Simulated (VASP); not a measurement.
# SmO5 in VASP: a series of runs

Runs on SmO5. Level: PBE. Tasks: single point, relaxation of cell and atoms.

All numbers are computed with VASP 6.6.1; they aren't measurements. Logs are shortened: lines on timing, memory, paths and dates and some standing lists are left out, and cuts for length are marked.

## (1) The cell of the first run

The typed cell holds 6 atoms: a = 4.477 Å, b = 4.477 Å, c = 4.401 Å, α = 90.00°, β = 90.00°, γ = 120.00°.

The cell was generated, and may not be a known phase.

## (2) Single point, PBE

INCAR reads:

```
  PREC = Accurate
  ENCUT = 600
  EDIFF = 1E-6
  ISMEAR = 0
  SIGMA = 0.1
  LREAL = False
  LASPH = True
  NELM = 200
  ALGO = Normal
  ISIF = 2
  LWAVE = False
  LCHARG = False
  GGA = PE
  NBANDS = 30
  GGA_COMPAT = False
  LMAXMIX = 6
```

KPOINTS reads:

```
regular mesh
0
Gamma
  6 6 4
```

POSCAR reads:

```
SmO5
1.0
    4.4770843279      0.0000000000      0.0000000000
   -2.2385421640      3.8772687629      0.0000000000
    0.0000000000      0.0000000000      4.4007279925
Sm O
1 5
Direct
    0.0000000000      0.0000000000      1.1030086810
    0.0000000000      0.0000000000      0.6025920492
    0.3333333333      0.6666666667      0.2549277443
    0.6666666667      0.3333333333      0.2549277443
    0.3333333333      0.6666666667     -0.0489257044
    0.6666666667      0.3333333333     -0.0489257044
```

Potentials or basis: VASP PAW PBE potentials, release 64 (Sm_3, O), 4f in core.

Started as:

```sh
$ cat potpaw_PBE.64/Sm_3/POTCAR potpaw_PBE.64/O/POTCAR > POTCAR
$ mpirun -np 1 vasp_std > vasp.out
```

OUTCAR:

```text
PREC = Accurate
   ENCUT = 600
   EDIFF = 1E-6
   ISMEAR = 0
   LREAL = False
   LASPH = True
   NELM = 200
   ISIF = 2
   GGA = PE

 ion  position               nearest neighbor table
   1  0.000  0.000  0.103-   2 2.20   2 2.20   4 2.67   3 2.67   4 2.67   3 2.67   4 2.67   3 2.67
                             6 2.67   5 2.67   6 2.67   5 2.67   5 2.67   6 2.67
   2  0.000  0.000  0.603-   1 2.20   1 2.20
   3  0.333  0.667  0.255-   5 1.34   1 2.67   1 2.67   1 2.67
   4  0.667  0.333  0.255-   6 1.34   1 2.67   1 2.67   1 2.67
   5  0.333  0.667  0.951-   3 1.34   1 2.67   1 2.67   1 2.67
   6  0.667  0.333  0.951-   4 1.34   1 2.67   1 2.67   1 2.67

  LATTYP: Found a hexagonal cell.
 ALAT       =     4.4770843279
 C/A-ratio  =     0.9829450755

  Lattice vectors:

 A1 = (   4.4770843279,   0.0000000000,   0.0000000000)
 A2 = (  -2.2385421640,   3.8772687629,   0.0000000000)
 A3 = (   0.0000000000,   0.0000000000,   4.4007279925)

Analysis of symmetry for initial positions (statically):
=====================================================================
 Subroutine PRICEL returns:
 Original cell was already a primitive cell.

 Routine SETGRP: Setting up the symmetry group for a
 hexagonal supercell.

 Subroutine GETGRP returns: Found 12 space group operations
 (whereof 12 operations were pure point group operations)
 out of a pool of 24 trial point group operations.

The static configuration has the point symmetry C_6v.

Analysis of symmetry for dynamics (positions and initial velocities):
=====================================================================
 Subroutine PRICEL returns:
 Original cell was already a primitive cell.

 Routine SETGRP: Setting up the symmetry group for a
 hexagonal supercell.

 Subroutine GETGRP returns: Found 12 space group operations
 (whereof 12 operations were pure point group operations)
 out of a pool of 24 trial point group operations.

The dynamic configuration has the point symmetry C_6v.

 Subroutine INISYM returns: Found 12 space group operations
 (whereof 12 operations are pure point group operations),
 and found     1 'primitive' translations

----------------------------------------------------------------------------------------

                                     Primitive cell

  volume of cell :      76.3916

  direct lattice vectors                    reciprocal lattice vectors
     4.477084328  0.000000000  0.000000000     0.223359653  0.128956756  0.000000000
    -2.238542164  3.877268763  0.000000000     0.000000000  0.257913511  0.000000000
     0.000000000  0.000000000  4.400727993     0.000000000  0.000000000  0.227235131

  length of vectors
     4.477084328  4.477084328  4.400727993     0.257913511  0.257913511  0.227235131

  position of ions in fractional coordinates (direct lattice)
     0.000000000  0.000000000  0.103008681
     0.000000000  0.000000000  0.602592049
     0.333333333  0.666666667  0.254927744
     0.666666667  0.333333333  0.254927744
     0.333333333  0.666666667  0.951074296
     0.666666667  0.333333333  0.951074296

  ion indices of the primitive-cell ions
   primitive index   ion index
                 1           1
                 2           2
                 3           3
                 4           4
                 5           5
                 6           6

----------------------------------------------------------------------------------------

 KPOINTS: regular mesh

Automatic generation of k-mesh.
 Grid dimensions read from file:
 generate k-points for:    6    6    4

 Generating k-lattice:

  Cartesian coordinates                     Fractional coordinates (reciprocal lattice)
     0.037226609  0.021492793  0.000000000     0.166666667 -0.000000000  0.000000000
     0.000000000  0.042985585  0.000000000     0.000000000  0.166666667  0.000000000
     0.000000000  0.000000000  0.056808783     0.000000000  0.000000000  0.250000000

  Length of vectors
     0.042985585  0.042985585  0.056808783

  Shift w.r.t. Gamma in fractional coordinates (k-lattice)
     0.000000000  0.000000000  0.000000000

 Subroutine IBZKPT returns following result:
 ===========================================

 Found     21 irreducible k-points:

 Following reciprocal coordinates:
            Coordinates               Weight
  0.000000  0.000000  0.000000      1.000000
  0.166667  0.000000  0.000000      6.000000
  0.333333  0.000000  0.000000      6.000000
  0.500000 -0.000000  0.000000      3.000000
  0.166667  0.166667  0.000000      6.000000
  0.333333  0.166667  0.000000     12.000000
[... 13 lines left out ...]
  0.333333  0.166667  0.500000     12.000000
  0.333333  0.333333  0.500000      2.000000
   k-points           NKPTS =     21   k-points in BZ     NKDIM =     21   number of bands    NBANDS=     30
   number of dos      NEDOS =    301   number of ions     NIONS =      6
   total plane-waves  NPLWV =  46656
   dimension x,y,z NGX =    36 NGY =   36 NGZ =   36
   dimension x,y,z NGXF=    72 NGYF=   72 NGZF=   72
   ions per type =               1   5
   NGX,Y,Z   is equivalent  to a cutoff of  13.37, 13.37, 13.60 a.u.
   NGXF,Y,Z  is equivalent  to a cutoff of  26.74, 26.74, 27.20 a.u.
 SYSTEM =  unknown system
   PREC   = accura    normal or accurate (medium, high low for compatibility)
   ISTART =      0    job   : 0-new  1-cont  2-samecut
   ICHARG =      2    charge: 1-file 2-atom 10-const
   ISPIN  =      1    spin polarized calculation?
   LNONCOLLINEAR =      F non collinear calculations
   LSORBIT =      F    spin-orbit coupling
   LASPH  =      T    aspherical Exc in radial PAW
   ENCUT  =  600.0 eV  44.10 Ry    6.64 a.u.   8.94  8.94  8.79*2*pi/ulx,y,z
   NELM   =    200;   NELMIN=  2; NELMDL= -5     # of ELM steps
   EDIFF  = 0.1E-05   stopping-criterion for ELM
   LREAL  =      F    real-space projection
   EDIFFG = 0.1E-04   stopping-criterion for IOM
   NSW    =      0    number of steps for IOM
   IBRION =     -1    ionic relax: 0-MD 1-quasi-New 2-CG
   NFREE  =      0    steps in history (QN), initial steepest desc. (CG)
   ISIF   =      2    stress and relaxation
   ISYM   =      2    0-nonsym 1-usesym 2-fastsym
   POTIM  = 0.5000    time-step for ionic-motion
   TEBEG  =    0.0;   TEEND  =   0.0 temperature during run
   PSTRESS=    0.0 pullay stress
   NELECT =      41.0000    total number of electrons
   NUPDOWN=      -1.0000    fix difference up-down
   EMIN   =  10.00;   EMAX   =-10.00  energy-range for DOS
   EFERMI =   0.00;   METHOD = LEGACY
   ISMEAR =     0;   SIGMA  =   0.10  broadening in eV -4-tet -1-fermi 0-gaus
   EFERMI_NEDOS =   21; number of points for ismear=-14 and -15
   IALGO  =     38    algorithm
   IMIX   =      4    mixing-type and parameters
     AMIX     =   0.40;   BMIX     =  1.00
     AMIX_MAG =   1.60;   BMIX_MAG =  1.00
  volume/ion in A,a.u.               =      12.73        85.92
  Fermi-wavevector in a.u.,A,eV,Ry     =   1.330416  2.514122 24.082413  1.770007
  Thomas-Fermi vector in A             =   2.459505
   LORBIT       =      0    0 simple, 1 ext, 2 COOP (PROOUT), +10 PAW based schemes
   GGA     = PE    functional components
   LHFCALC =     F    Hartree Fock is set to
   AEXX    =    0.0000 exact exchange contribution
   IVDW    =     0    specifies the selected vdW correction
   LEPSILON=     F    determine dielectric tensor
   LRPA    =     F    only Hartree local field effects (RPA)
 non-spin polarized calculation
 Gauss-broadening in eV      SIGMA  =   0.10
  energy-cutoff  :      600.00
  volume of cell :       76.39
 maximum number of plane-waves:      2570
 NGX is ok and might be reduce to    36
   NGX = 17   NGY = 17   NGZ = 17

 number of electron      41.0000020 magnetization

 Free energy of the ion-electron system (eV)
  ---------------------------------------------------
  ext. energy  EPLUGINS =         0.00000000
  ---------------------------------------------------
  free energy    TOTEN  =       -35.47851568 eV

  energy without entropy =      -35.44022937  energy(sigma->0) =      -35.45937252

 E-fermi :   1.2428     XC(G=0): -10.1163

 val. band max:        1.2045238711   @ k =   0.0000   0.0000   0.0000
 cond. band min:       1.2546489878   @ k =   0.3333   0.3333   0.0000
 fundamental gap:      0.0501251166
 Fermi energy:         1.2428337194

 k-point     1 :       0.0000    0.0000    0.0000
  band No.  band energies     occupation
      1     -38.3749      2.00000
      2     -23.3273      2.00000
      3     -22.5342      2.00000
      4     -17.9442      2.00000
      5     -17.9442      2.00000
      6     -17.7761      2.00000
[... 22 lines left out ...]
     29       8.8228      0.00000
     30      10.4030      0.00000

 k-point     2 :       0.1667    0.0000    0.0000
  band No.  band energies     occupation
      1     -38.3722      2.00000
      2     -23.3381      2.00000
      3     -22.5932      2.00000
      4     -17.9597      2.00000
      5     -17.8540      2.00000
      6     -17.7567      2.00000
[... 22 lines left out ...]
     29       8.7999      0.00000
     30      10.4942      0.00000

 k-point     3 :       0.3333    0.0000    0.0000
  band No.  band energies     occupation
      1     -38.3668      2.00000
      2     -23.3334      2.00000
      3     -22.7417      2.00000
      4     -17.9904      2.00000
      5     -17.7174      2.00000
      6     -17.6550      2.00000
[... 22 lines left out ...]
     29       8.8472      0.00000
     30      10.8763      0.00000

 k-point     4 :       0.5000   -0.0000    0.0000
  band No.  band energies     occupation
      1     -38.3641      2.00000
      2     -23.3105      2.00000
      3     -22.8376      2.00000
      4     -18.0055      2.00000
      5     -17.6975      2.00000
      6     -17.5465      2.00000
[... 22 lines left out ...]
     29       9.2408      0.00000
     30      11.4238      0.00000

 k-point     5 :       0.1667    0.1667    0.0000
  band No.  band energies     occupation
      1     -38.3681      2.00000
      2     -23.3323      2.00000
      3     -22.7089      2.00000
      4     -17.9465      2.00000
      5     -17.7397      2.00000
      6     -17.7274      2.00000
[... 22 lines left out ...]
     29       8.7579      0.00000
     30      10.7413      0.00000
[... 427 lines left out ...]
     29      10.3430      0.00000
     30      13.5276      0.00000

 k-point    19 :       0.1667    0.1667    0.5000
  band No.  band energies     occupation
      1     -38.3614      2.00000
      2     -23.3142      2.00000
      3     -22.6956      2.00000
      4     -18.6663      2.00000
      5     -17.9342      2.00000
      6     -17.7285      2.00000
[... 22 lines left out ...]
     29       9.2900      0.00000
     30      13.0481      0.00000

 k-point    20 :       0.3333    0.1667    0.5000
  band No.  band energies     occupation
      1     -38.3573      2.00000
      2     -23.2570      2.00000
      3     -22.8689      2.00000
      4     -18.6390      2.00000
      5     -17.9035      2.00000
      6     -17.6120      2.00000
[... 22 lines left out ...]
     29      10.1448      0.00000
     30      13.6066      0.00000

 k-point    21 :       0.3333    0.3333    0.5000
  band No.  band energies     occupation
      1     -38.3560      2.00000
      2     -23.0868      2.00000
      3     -23.0868      2.00000
      4     -18.6300      2.00000
      5     -17.7251      2.00000
      6     -17.7251      2.00000
[... 22 lines left out ...]
     29      10.2184      0.00000
     30      14.0304      0.00000

------------------------ aborting loop because EDIFF is reached ----------------------------------------

  FORCE on cell =-STRESS in cart. coord.  units (eV):
  Direction    XX          YY          ZZ          XY          YZ          ZX
  --------------------------------------------------------------------------------------
  -------------------------------------------------------------------------------------
  Total       -0.1044486     -0.1044486      1.6472917      0.0000000      0.0000000     -0.0000000
  in kB       -2.1906215     -2.1906215     34.5489920      0.0000000      0.0000000     -0.0000000
  external PRESSURE =      10.0559163 kB  Pullay stress =       0.0000000 kB

 VOLUME and BASIS-vectors are now :
 -----------------------------------------------------------------------------
  energy-cutoff  :      600.00
  volume of cell :       76.39
      direct lattice vectors                 reciprocal lattice vectors
     4.477084328  0.000000000  0.000000000     0.223359653  0.128956756  0.000000000
    -2.238542164  3.877268763  0.000000000     0.000000000  0.257913511  0.000000000
     0.000000000  0.000000000  4.400727993     0.000000000  0.000000000  0.227235131

 POSITION                                       TOTAL-FORCE (eV/Angst)
 -----------------------------------------------------------------------------------
      0.00000      0.00000      0.45331        -0.000000      0.000000     -0.017678
      0.00000      0.00000      2.65184         0.000000      0.000000      0.019622
     -0.00000      2.58485      1.12187        -0.000000     -0.000000      0.502469
      2.23854      1.29242      1.12187         0.000000      0.000000      0.502469
     -0.00000      2.58485      4.18542        -0.000000     -0.000000     -0.503441
      2.23854      1.29242      4.18542         0.000000     -0.000000     -0.503441
 -----------------------------------------------------------------------------------
    total drift:                                0.000000      0.000000      0.001164

  FREE ENERGIE OF THE ION-ELECTRON SYSTEM (eV)
  ---------------------------------------------------
  free  energy   TOTEN  =       -35.4785156777 eV

  energy  without entropy=      -35.4402293705  energy(sigma->0) =      -35.45937252
```

Run time: 82 s. Hardware: 1 thread of Intel Xeon Platinum 8259CL at 2.50GHz (Skylake/Cascade Lake), shared host; peak memory 0.22 GiB.

What came out:

```yaml
Free_energy: -35.4785 eV
Pressure: 1.0 GPa
Largest_force: 0.503 eV/Å
Band_gap_on_the_k_mesh: zero (an odd number of electrons rules out a gap without spin polarisation)
```

Forces on the atoms (eV/Å):
```
Sm   0.000  0.000 -0.018
O    0.000  0.000  0.020
O    0.000  0.000  0.502
O    0.000  0.000  0.502
O    0.000  0.000 -0.503
O    0.000  0.000 -0.503
```

Caveat: spin-orbit coupling is left out, which moves the levels of the heavy elements; the 4f electrons are frozen in the core, so they carry no moment and show no levels; an odd number of electrons without spin polarisation forces a metal; a magnetic or distorted state may lie lower; the run has no spin polarisation, though such a crystal can be magnetic. With open d or f shells a metallic result of PBE can be an artefact of self-interaction; +U or a hybrid may open a gap.

[end of part 1 of 2]

The gap in the log of VASP goes by the Fermi energy; the results here count the filled bands.